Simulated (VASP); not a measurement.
Crystal: BP.

```xyz
16
Lattice="5.7778 0.0000 0.0000 0.0000 6.2497 0.0000 0.0000 0.0000 5.4263" Properties=species:S:1:pos:R:3 pbc="T T T"
B     4.8270    0.8406    2.3067
B     4.8270    5.4092    5.0198
B     0.9509    5.4092    3.1196
B     0.9509    0.8406    0.4065
B     3.8398    2.2843    5.0198
B     1.9381    3.9654    0.4065
B     3.8398    3.9654    2.3067
B     1.9381    2.2843    3.1196
P     0.9509    5.4092    5.0198
P     4.8270    0.8406    0.4065
P     0.9509    0.8406    2.3067
P     4.8270    5.4092    3.1196
P     1.9381    3.9654    2.3067
P     1.9381    2.2843    5.0198
P     3.8398    2.2843    3.1196
P     3.8398    3.9654    0.4065
```

| Property | Result |
| --- | --- |
| Program | VASP 6.6.1 |
| Task | relaxation of cell and atoms |
| Functional | PBE |
| Potentials or basis | VASP PAW PBE potentials, release 64 (B, P) |
| Cutoff | 600 eV |
| k mesh | 4 × 4 × 4 |
| Occupations | gaussian, width 0.1 eV |
| Spin | no spin polarisation |

At the start: pressure 19.7 GPa; volume 12.25 Å³/atom.

**Question.** How do energy, volume and symmetry change on relaxing?

**Answer.** Over 14 steps the energy falls by 117.0 meV/atom and the volume is 13.78 Å³/atom (+12.6 %); space group Pbcn (No. 60, to 0.05 Å).

The path:
| step | energy change (eV) | largest force (eV/Å) | pressure (GPa) | volume (Å³) |
| --- | --- | --- | --- | --- |
| 1 | 0.0000 | 2.1286 | 19.66 | 195.94 |
| 2 | 0.5504 | 2.6053 | -10.25 | 241.70 |
| 3 | -1.6842 | 0.6506 | 1.93 | 214.90 |
| 4 | -1.6862 | 0.6016 | 2.29 | 214.36 |
| 5 | -1.7719 | 0.2073 | -1.42 | 221.51 |
| 6 | -1.7858 | 0.1520 | -0.47 | 219.51 |
| 7 | -1.8172 | 0.1265 | -0.07 | 219.33 |
| 8 | -1.8334 | 0.2206 | 0.49 | 219.06 |
| 9 | -1.8525 | 0.1321 | 0.30 | 219.51 |
| 10 | -1.8622 | 0.1568 | 0.04 | 220.16 |
| 11 | -1.8679 | 0.1019 | -0.03 | 220.39 |
| 12 | -1.8704 | 0.0736 | -0.12 | 220.71 |
| 13 | -1.8704 | 0.0671 | -0.11 | 220.67 |
| 14 | -1.8723 | 0.0290 | -0.02 | 220.55 |

Final structure:
```
B P
1.0
     6.19753    0.00000    0.00000
     0.00000    6.34405    0.00000
     0.00000    0.00000    5.60953
B P
8 8
Direct
  0.83858 0.14100 0.42550
  0.83858 0.85900 0.92550
  0.16142 0.85900 0.57450
  0.16142 0.14100 0.07450
  0.66142 0.35900 0.92550
  0.33858 0.64100 0.07450
  0.66142 0.64100 0.42550
  0.33858 0.35900 0.57450
  0.16355 0.85728 0.92902
  0.83645 0.14272 0.07098
  0.16355 0.14272 0.42902
  0.83645 0.85728 0.57098
  0.33645 0.64272 0.42902
  0.33645 0.35728 0.92902
  0.66355 0.35728 0.57098
  0.66355 0.64272 0.07098
```
